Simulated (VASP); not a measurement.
# LiF: single point with PBE

Crystal: LiF.

```
Li F
1.0
     3.04027    0.00000    0.00000
    -1.52014    2.63295    0.00000
     0.00000    0.00000    4.76758
Li F
2 2
Cartesian
  0.0000 1.7553 1.8168
  1.5201 0.8777 4.2006
  0.0000 1.7553 4.7386
  1.5201 0.8777 2.3548
```

This cell differs from its parent crystal: volume 9.541 Å^3 an atom, c/a of the conventional cell 1.5681.

| Property | Result |
| --- | --- |
| Program | VASP 6.6.1 |
| Task | single point |
| Functional | PBE |
| Potentials or basis | VASP PAW PBE potentials, release 64 (Li_sv, F) |
| Cutoff | 520 eV |
| k mesh | 9 × 9 × 6 |
| Occupations | gaussian, width 0.05 eV |
| Spin | no spin polarisation |
| Dipole correction | no |
| Further INCAR settings | ALGO = Normal; EDIFF = 1e-06; NBANDS = 18 |

* Largest force: 0.011 eV/Å
* Band gap on the k mesh: 8.03 eV, direct

Forces on the atoms (eV/Å):
```
Li   0.000  0.000  0.011
Li   0.000  0.000  0.011
F    0.000  0.000 -0.011
F    0.000  0.000 -0.011
```

Levels at points of the mesh, in eV from the valence-band top:
| k point | band 7 | band 8 | band 9 | band 10 | band 11 | band 12 | band 13 | band 14 |
| --- | --- | --- | --- | --- | --- | --- | --- | --- |
| (0.00, 0.00, 0.00) | -0.49 | -0.16 | -0.16 | 0.00 | 8.03 | 12.34 | 15.68 | 18.90 |
| (0.00, 0.00, 0.50) | -0.32 | -0.32 | -0.32 | -0.32 | 9.74 | 9.74 | 18.01 | 18.01 |

Run time: 29 s on 1 thread of AMD EPYC 7R43 64-Core Processor (Zen 3), on a shared host, peak memory 0.12 GiB.

 A k mesh can miss the band edges.
